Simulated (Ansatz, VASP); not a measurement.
One calculation of Os2Pd, two programs

Contents of INCAR:

```
SYSTEM = Os2Pd
ALGO     = Normal         ! electronic algorithm
EDIFF    = 1E-6           ! SCF threshold, eV
ENCUT    = 520            ! plane-wave cutoff, eV
GGA      = PE             ! functional
ISIF     = 2              ! what is computed and relaxed
ISMEAR   = 0              ! smearing method
LASPH    = .True.         ! aspherical terms in the spheres
LCHARG   = .False.        ! write CHGCAR
LREAL    = .False.        ! projectors in reciprocal space
LWAVE    = .False.        ! write WAVECAR
NBANDS   = 20             ! bands
NELM     = 60             ! most SCF steps
PREC     = Accurate       ! precision mode
SIGMA    = 0.1            ! smearing width, eV
```

The input KPOINTS:

```
k-points
0
Gamma
  8 8 8
  0 0 0
```

POSCAR

```
Os2Pd
1.0
   -1.5897355505      1.5897355505      3.8998200223
    1.5897355505     -1.5897355505      3.8998200223
    1.5897355505      1.5897355505     -3.8998200223
Pd Os
1 2
Direct
    0.0000000000      0.0000000000      0.0000000000
    0.6650000000      0.6650000000      0.0000000000
    0.3350000000      0.3350000000      0.0000000000
```

Input for Ansatz:

```yaml
crystal:
  lattice:
    - [-1.5897355505, 1.5897355505, 3.8998200223]
    - [1.5897355505, -1.5897355505, 3.8998200223]
    - [1.5897355505, 1.5897355505, -3.8998200223]
  atoms:
    - { symbol: Pd, position: [0.0, 0.0, 0.0] }
    - { symbol: Os, position: [0.665, 0.665, 0.0] }
    - { symbol: Os, position: [0.335, 0.335, 0.0] }
basis:
  ecutwfc: 420
kpoints:
  mp_grid: { grid: [8, 8, 8] }
hamiltonian:
  xc: pbe
scf:
  occupations: { method: gaussian, width: 0.1 }
  lower_state_search: "off"
output:
  forces: true
  stress: true
  eigenvalues: true
```

Alike in both runs: task single point; functional PBE; k mesh 8 × 8 × 8; occupations gaussian, width 0.1 eV; no spin polarisation.

|  | VASP | Ansatz |
| --- | --- | --- |
| version | VASP 6.6.1 | Ansatz 0.2.0 |
| potentials or method | VASP PAW PBE potentials, release 64 (Pd, Os), cutoff 520 eV | scalar-relativistic, plane waves, PAW |
| valence electrons in the cell | 26 | 50 |

Ansatz gave:

* gap on the k mesh at the Fermi level (eV): none
* rms of the force components (eV/Å): 0.431

Question: Which values does VASP return?

Answer: gap on the k mesh at the Fermi level (eV): none; rms of the force components (eV/Å): 0.424.

Atom by atom the forces differ by 0.008 eV/Å (rms over components). A gap of «none» marks a metal or a gap that the smearing closes. With one functional, cell and mesh, what is left measures potentials, basis and numerics. VASP's potentials hold 26 valence electrons a cell and Ansatz's 50, so a difference there can come from the potentials and not from the codes.

Neither program's run includes spin-orbit coupling.
